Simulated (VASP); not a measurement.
Runs of VASP 6.6.1 on SnS2 (Berndtite-2T). The structure is that of space group P-3m1 (No. 164), or close to it. The cells are those of the table. 

| cell | gap on the mesh (eV) | pressure (GPa) | largest force (eV/Å) |
| --- | --- | --- | --- |
| a = 3.639, b = 3.639, c = 5.809 Å, angles 90.0, 90.0, 120.0°, 3 atoms | 1.44 | 5.1 | 0.39 |
| a = 3.639, b = 3.639, c = 5.829 Å, angles 90.0, 90.0, 120.0°, 3 atoms | 1.46 | 4.8 | 0.34 |
| a = 3.639, b = 3.639, c = 5.888 Å, angles 90.0, 90.0, 120.0°, 3 atoms | 1.50 | 3.9 | 0.18 |
| a = 3.639, b = 3.639, c = 5.927 Å, angles 90.0, 90.0, 120.0°, 3 atoms | 1.52 | 3.4 | (a) |
| a = 3.639, b = 3.639, c = 5.848 Å, angles 90.0, 90.0, 120.0°, 3 atoms | 1.47 | 4.5 | 0.29 |
| a = 3.639, b = 3.639, c = 5.907 Å, angles 90.0, 90.0, 120.0°, 3 atoms | 1.51 | 3.6 | (b) |

Alike in all rows: task single point; level PBE; potentials or basis VASP PAW PBE potentials, release 64 (Sn_d, S); no spin polarisation; k mesh 6 × 6 × 4; cutoff (eV) 500; smearing fermi-dirac 0.05 eV.

Question: Estimate the missing entries.

Answer: (a) 0.08; (b) 0.13.

Caveats: spin-orbit coupling is left out, which moves the levels of the heavy elements; this functional lacks dispersion, which binds the layers, so the pressure and a relaxed spacing across them are unreliable.

A k mesh can miss the band edges, and the runs leave out spin-orbit coupling on Sn.
